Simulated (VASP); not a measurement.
Input of a VASP 6.6.1 run:

The input INCAR:

```
ALGO = Normal
EDIFF = 1E-6
ENCUT = 520
GGA = PE
ISIF = 2
ISMEAR = 0
LASPH = T
LCHARG = T
LELF = T
LREAL = F
LVHAR = T
LWAVE = F
NBANDS = 25
NELM = 100
PREC = Accurate
SIGMA = 0.1
```

KPOINTS

```
k-points
0
Gamma
  4 4 4
```

File POSCAR:

```
Li4Al2Mo
1.0
    5.3589922013      0.0000000000      0.0000000000
    0.0000000000      5.3589922013      0.0000000000
    0.0000000000      0.0000000000      4.9000841952
Li Al Mo
4 2 1
Direct
    0.2064353248      0.5000000000      0.0000000000
    0.7935646752      0.5000000000      0.0000000000
    0.5000000000      0.2064353248      0.0000000000
    0.5000000000      0.7935646752      0.0000000000
    0.0000000000      0.5000000000      0.5000000000
    0.5000000000      0.0000000000      0.5000000000
    0.5000000000      0.5000000000      0.5000000000
```

Potentials or basis: VASP PAW PBE potentials, release 64 (Li_sv, Al, Mo_sv).

Run with:

```console
$ cat potpaw_PBE.64/Li_sv/POTCAR potpaw_PBE.64/Al/POTCAR potpaw_PBE.64/Mo_sv/POTCAR > POTCAR
$ mpirun -np 1 vasp_std > vasp.out
```

Task: What does it give for the band gap on the k mesh?

Result: Zero (bands 16 and 17 overlap by 0.18 eV).
